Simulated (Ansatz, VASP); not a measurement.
BP: VASP beside Ansatz

INCAR

```
ALGO     = Normal         # electronic algorithm
EDIFF    = 1E-7           # SCF threshold, eV
ENCUT    = 520            # plane-wave cutoff, eV
GGA      = PE             # functional
ISIF     = 2              # what is computed and relaxed
ISMEAR   = 0              # smearing method
LASPH    = T              # aspherical terms in the spheres
LCHARG   = F              # write CHGCAR
LREAL    = F              # projectors in reciprocal space
LWAVE    = F              # write WAVECAR
NBANDS   = 11             # bands
NELM     = 60             # most SCF steps
PREC     = Accurate       # precision mode
SIGMA    = 0.01           # smearing width, eV
```

File KPOINTS:

```
k-points
0
Gamma
  8 8 8
```

POSCAR

```
BP
1.0
    0.0000000000      2.2742185970      2.2742185970
    2.2742185970      0.0000000000      2.2742185970
    2.2742185970      2.2742185970      0.0000000000
B P
1 1
Direct
    0.0000000000      0.0000000000      0.0000000000
    0.2500000000      0.2500000000      0.2500000000
```

Input for Ansatz:

```yaml
crystal:
  lattice:
    - [0.0, 2.274218597, 2.274218597]
    - [2.274218597, 0.0, 2.274218597]
    - [2.274218597, 2.274218597, 0.0]
  atoms:
    - { symbol: B, position: [0.0, 0.0, 0.0] }
    - { symbol: P, position: [0.25, 0.25, 0.25] }
kpoints:
  mp_grid: { grid: [8, 8, 8] }
hamiltonian:
  xc: pbe
scf:
  occupations: { method: fixed }
  n_extra_bands: 4
output:
  forces: true
  stress: true
  eigenvalues: true
```

Alike in both runs: task single point; functional PBE; k mesh 8 × 8 × 8; no spin polarisation.

|  | VASP | Ansatz |
| --- | --- | --- |
| version | VASP 6.6.1 | Ansatz 0.2.0 |
| potentials or method | VASP PAW PBE potentials, release 64 (B, P) | plane waves, PAW |
| plane-wave cutoff (eV) | 520 | 420 |
| occupations | gaussian, width 0.01 eV | fixed |
| valence electrons in the cell | 8 | 8 |

VASP gave:

* gap on the k mesh at the Fermi level (eV): 1.28
* pressure (GPa): -0.2

Estimate Ansatz's values.

gap on the k mesh at the Fermi level (eV): 1.28; pressure (GPa): 0.0.
